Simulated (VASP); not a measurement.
Write the native input for VASP 6.6.1 that does the following.

```yaml
Task: single point
Functional: PBE
Potentials_or_basis: VASP PAW PBE potentials, release 64 (Nb_sv, N)
Cutoff: 600 eV
k_mesh: 16 × 16 × 16
Occupations: gaussian, width 0.1 eV
Spin: no spin polarisation
Dipole_correction: no
Further_INCAR_settings: ALGO = Normal; EDIFF = 1e-06; NBANDS = 16
```

The structure of NbN lies in POSCAR:

```
NbN
1.0
    0.0000000000      2.2326617833      2.2326617833
    2.2326617833      0.0000000000      2.2326617833
    2.2326617833      2.2326617833      0.0000000000
Nb N
1 1
Direct
    0.5000000000      0.5000000000      0.5000000000
    0.0000000000      0.0000000000      0.0000000000
```

These files were run (other wordings do the same):

INCAR

```
SYSTEM = NbN
ALGO = Normal ; EDIFF = 1E-6
ENCUT = 600 ; GGA = PE
GGA_COMPAT = .False. ; ISIF = 2
ISMEAR = 0 ; LASPH = .True.
LCHARG = .False. ; LREAL = .False.
LWAVE = .False. ; NBANDS = 16
NELM = 120 ; PREC = Accurate
SIGMA = 0.1
```

KPOINTS

```
k-points
0
Gamma
  16 16 16
  0 0 0
```

Potentials or basis: VASP PAW PBE potentials, release 64 (Nb_sv, N).

Command:

```sh
$ cat potpaw_PBE.64/Nb_sv/POTCAR potpaw_PBE.64/N/POTCAR > POTCAR
$ mpirun -np 1 vasp_std > vasp.out
```

Results of the run:

The pressure is -9.1 GPa. The band gap on the k mesh is zero (bands 9 and 10 overlap by 3.24 eV).

Caveat: the cell stands under tension.

It took 34 s on 1 thread of Intel(R) Xeon(R) 6975P-C (Granite Rapids), with other jobs on the host, peak memory 0.2 GiB.
